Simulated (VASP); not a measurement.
Wanted: the native input for a VASP 6.6.1 run.

```
Task                   : single point
Functional             : LDA
Potentials or basis    : VASP PAW LDA potentials, release 64 (Mg, In_d, N)
Cutoff                 : 520 eV
k mesh                 : 6 × 6 × 6
Occupations            : gaussian, width 0.01 eV
Spin                   : no spin polarisation
Dipole correction      : no
Further INCAR settings : ALGO = Normal; EDIFF = 1e-06; NBANDS = 27
```

The structure of MgIn2N2 lies in POSCAR:

```
MgIn2N2
1.0
    1.6421972416      0.9481226289      7.6363829901
   -1.6421972416      0.9481226289      7.6363829901
    0.0000000000     -1.8962462407      7.6363829900
Mg In N
1 2 2
Direct
    0.0000000000      0.0000000000      0.0000000000
    0.4384514233      0.4384514233      0.4384514234
    0.5615485767      0.5615485767      0.5615485766
    0.2762847460      0.2762847460      0.2762847462
    0.7237152540      0.7237152540      0.7237152538
```

One way to write it, as run:

INCAR

```
SYSTEM = MgIn2N2
  PREC = Accurate
  ENCUT = 520
  EDIFF = 1E-6
  ISMEAR = 0
  SIGMA = 0.01
  LREAL = .FALSE.
  LASPH = .TRUE.
  NELM = 80
  ALGO = Normal
  ISIF = 2
  LWAVE = .FALSE.
  LCHARG = .TRUE.
  LELF = .TRUE.
  LVHAR = .TRUE.
  NBANDS = 27
```

KPOINTS

```
regular mesh
0
G
  6 6 6
  0 0 0
```

Potentials or basis: VASP PAW LDA potentials, release 64 (Mg, In_d, N).

The run is started by

```bash
$ cat potpaw_LDA.64/Mg/POTCAR potpaw_LDA.64/In_d/POTCAR potpaw_LDA.64/N/POTCAR > POTCAR
$ mpirun -np 1 vasp_std > vasp.out
```

Results of the run:

| Quantity | Value |
| --- | --- |
| Pressure | -1.8 GPa |
| Largest force | 0.489 eV/Å |
| Band gap on the k mesh | 0.30 eV, direct |

Caveat: spin-orbit coupling is left out, which moves the levels of the heavy elements.

It took 2.9 min on 1 thread of AMD EPYC 9R45 96-Core Processor (Zen 5), with other jobs on the host, peak memory 0.36 GiB.
